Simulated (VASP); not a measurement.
A run of VASP 6.6.1 is set up as follows.

The input INCAR:

```
PREC = Accurate ; ENCUT = 520
EDIFF = 1E-6 ; ISMEAR = -1
SIGMA = 0.1 ; LREAL = False
LASPH = True ; NELM = 100
ALGO = Normal ; ISIF = 2
LWAVE = False ; LCHARG = False
GGA = PS ; NBANDS = 26
```

File KPOINTS:

```
regular mesh
0
Gamma
  3 2 3
```

Contents of POSCAR:

```
LiMg12
1.0
    6.4200000000      0.0000000000      0.0000000000
   -4.8150000000      8.3398250000      0.0000000000
    0.0000000000      0.0000000000      5.2130400000
Mg Li
12 1
Direct
    0.0416737311      0.0483583289      0.0359674969
    0.1513501436      0.2414678965      0.4615924681
    0.0345232845      0.3641203502     -0.1224045854
    0.2095059588      0.5822903958      0.4432154750
    0.0070543084      0.6532271361     -0.0443311388
    0.0986068544      0.9085682254      0.5828460936
    0.4326612042     -0.0387777921      0.0077306140
    0.5905083954      0.2176664378      0.4803914798
    0.5336174396      0.3154982269      0.0251676565
    0.6625758523      0.4994469308      0.5732163958
    0.5176037556      0.6436585900     -0.0600225588
    0.6607797500      0.9992535815      0.5047342817
    0.7533535827      0.7544402910      0.3367325016
```

Potentials or basis: VASP PAW PBE potentials, release 64 (Mg, Li_sv).

Command:

```sh
$ cat potpaw_PBE.64/Mg/POTCAR potpaw_PBE.64/Li_sv/POTCAR > POTCAR
$ mpirun -np 1 vasp_std > vasp.out
```

**Question.** What does it give for the band gap on the k mesh?

**Answer.** Zero (an odd number of electrons rules out a gap without spin polarisation).

**Question.** Estimate the largest force.

**Answer.** 2.838 eV/Å.

Forces in eV/Å, atoms in the order of the input:
```
Mg  -0.595 -0.589 -0.175
Mg   0.222  0.413 -0.056
Mg  -0.359 -0.612  0.856
Mg  -0.091  0.367 -0.305
Mg  -0.108  0.096  0.615
Mg   0.915  0.297 -0.170
Mg   0.373  0.280  0.354
Mg  -0.278  0.407  0.366
Mg  -0.465  0.457 -0.394
Mg  -0.184  0.607 -0.808
Mg  -0.606  0.475 -0.362
Mg   1.705 -2.246  0.328
Li  -0.528  0.046 -0.250
```

Caveat: the k points lie up to 0.40 Å⁻¹ apart, too coarse for converged energies and pressures of a metal; the PAW data sets were made with another functional, which shifts forces and pressure a little.
